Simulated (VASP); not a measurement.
Set up this calculation in VASP 6.6.1, as the native input.

| Quantity | Value |
| --- | --- |
| Task | single point |
| Functional | r2SCAN |
| Potentials or basis | VASP PAW PBE potentials, release 64 (Br) |
| Cutoff | 520 eV |
| k mesh | 6 × 6 × 3 |
| Occupations | fermi-dirac, width 0.05 eV |
| Spin | no spin polarisation |
| Dipole correction | no |
| Further INCAR settings | ALGO = Normal; EDIFF = 1e-06; NBANDS = 22 |

Crystal: Br.

```xyz
4
Lattice="3.3153 -2.2894 0.0000 3.3153 2.2894 0.0000 0.0000 0.0000 8.5781" Properties=species:S:1:pos:R:3 pbc="T T T"
Br    3.3153   -1.6582    0.9838
Br    3.3153   -0.6312    5.2728
Br    3.3153    1.6582    7.5943
Br    3.3153    0.6312    3.3053
```

These files were run (other wordings do the same):

POSCAR

```
Br
1.0
    3.3152500978     -2.2894028438      0.0000000000
    3.3152500978      2.2894028438      0.0000000000
    0.0000000000      0.0000000000      8.5781018139
Br
4
Direct
    0.8621577338      0.1378422662      0.1146862300
    0.6378422662      0.3621577338      0.6146862300
    0.1378422662      0.8621577338      0.8853137700
    0.3621577338      0.6378422662      0.3853137700
```

INCAR.step1

```
PREC     = Accurate       # precision mode
ENCUT    = 520            # plane-wave cutoff, eV
ISMEAR   = -1             # smearing method
SIGMA    = 0.05           # smearing width, eV
LREAL    = F              # projectors in reciprocal space
LASPH    = T              # aspherical terms in the spheres
NELM     = 100            # most SCF steps
NBANDS   = 22             # bands
GGA      = PE             # functional
ALGO     = Normal         # electronic algorithm
EDIFF    = 1E-4           # SCF threshold, eV
LWAVE    = T              # write WAVECAR
LCHARG   = F              # write CHGCAR
```

INCAR.step2

```
PREC     = Accurate       # precision mode
ENCUT    = 520            # plane-wave cutoff, eV
EDIFF    = 1E-6           # SCF threshold, eV
ISMEAR   = -1             # smearing method
SIGMA    = 0.05           # smearing width, eV
LREAL    = F              # projectors in reciprocal space
LASPH    = T              # aspherical terms in the spheres
NELM     = 100            # most SCF steps
ALGO     = Normal         # electronic algorithm
ISIF     = 2              # what is computed and relaxed
LWAVE    = F              # write WAVECAR
LCHARG   = T              # write CHGCAR
METAGGA  = R2SCAN         # meta-GGA
LMIXTAU  = T            
LELF     = T              # ELF
LVHAR    = T            
NBANDS   = 22             # bands
ISTART   = 1
```

KPOINTS

```
regular mesh
0
Gamma
  6 6 3
```

Potentials or basis: VASP PAW PBE potentials, release 64 (Br).

Run with:

```console
$ cat potpaw_PBE.64/Br/POTCAR > POTCAR
$ cp INCAR.step1 INCAR
$ mpirun -np 1 vasp_std > vasp.out
$ cp INCAR.step2 INCAR
$ mpirun -np 1 vasp_std > vasp.out
```

Results of the run:

```
Pressure               : 0.0 GPa
Largest force          : 0.016 eV/Å
Band gap on the k mesh : 2.01 eV (least direct gap 2.02 eV)
```

Caveat: the PAW data sets were made with another functional, which shifts forces and pressure a little.

It took 6.3 min on 1 thread of Intel Xeon 8259CL, on a shared host, peak memory 0.26 GiB.
